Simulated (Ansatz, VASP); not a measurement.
# InPd in VASP and in Ansatz

Contents of INCAR:

```
ALGO = Normal
EDIFF = 1E-7
EDIFFG = -0.04
ENCUT = 500
GGA = PE
GGA_COMPAT = False
IBRION = 2
ISIF = 3
ISMEAR = 0
LASPH = True
LCHARG = False
LREAL = False
LWAVE = False
NELM = 120
NELMIN = 4
NSW = 90
PREC = Accurate
SIGMA = 0.1
```

The input KPOINTS:

```
k-points
0
Gamma
  4 6 4
```

Contents of POSCAR:

```
InPd
1.0
    4.7020969361      0.0000000000      0.0000000000
    0.0000000000      3.1116817959      0.0000000000
    0.0000000000      0.0000000000      4.8008804852
In Pd
2 2
Direct
    0.7500000000      0.0000000000      0.6870000000
    0.2500000000      0.0000000000      0.3130000000
    0.7500000000      0.5000000000      0.1880000000
    0.2500000000      0.5000000000      0.8120000000
```

Input for Ansatz:

```yaml
crystal:
  lattice:
    - [4.7020969361, 0.0, 0.0]
    - [0.0, 3.1116817959, 0.0]
    - [0.0, 0.0, 4.8008804852]
  atoms:
    - { symbol: In, position: [0.75, 0.0, 0.687] }
    - { symbol: In, position: [0.25, 0.0, 0.313] }
    - { symbol: Pd, position: [0.75, 0.5, 0.188] }
    - { symbol: Pd, position: [0.25, 0.5, 0.812] }
basis:
  ecutwfc: 420
kpoints:
  mp_grid: { grid: [4, 6, 4] }
hamiltonian:
  xc: pbe
scf:
  occupations: { method: gaussian, width: 0.1 }
  lower_state_search: "off"
output:
  forces: true
  stress: true
  eigenvalues: true
relax:
  adjacent_minimum: "off"
  f_tol: 0.04
  max_steps: 70
  cell: { stress_tol: 0.4 }
```

Alike in both runs: task relaxation of cell and atoms; functional PBE; k mesh 4 × 6 × 4; occupations gaussian, width 0.1 eV; no spin polarisation.

|  | VASP | Ansatz |
| --- | --- | --- |
| version | VASP 6.6.1 | Ansatz 0.2.0 |
| potentials or method | VASP PAW PBE potentials, release 64 (In_d, Pd), cutoff 500 eV | scalar-relativistic, plane waves, PAW |
| valence electrons in the cell | 46 | 62 |

Ansatz gave:

* gap on the k mesh at the Fermi level, each at its own relaxed structure (eV): none
* relaxed volume (Å³/atom): 18.08
* relaxed cell length with the largest relative difference (Å): 3.139

Task: Which values does VASP return?

Result: gap on the k mesh at the Fermi level, each at its own relaxed structure (eV): none; relaxed volume (Å³/atom): 18.05; relaxed cell length with the largest relative difference (Å): 3.169.

A gap of «none» marks a metal or a gap that the smearing closes. VASP's potentials hold 46 valence electrons a cell and Ansatz's 62, so a difference there can come from the potentials and not from the codes.
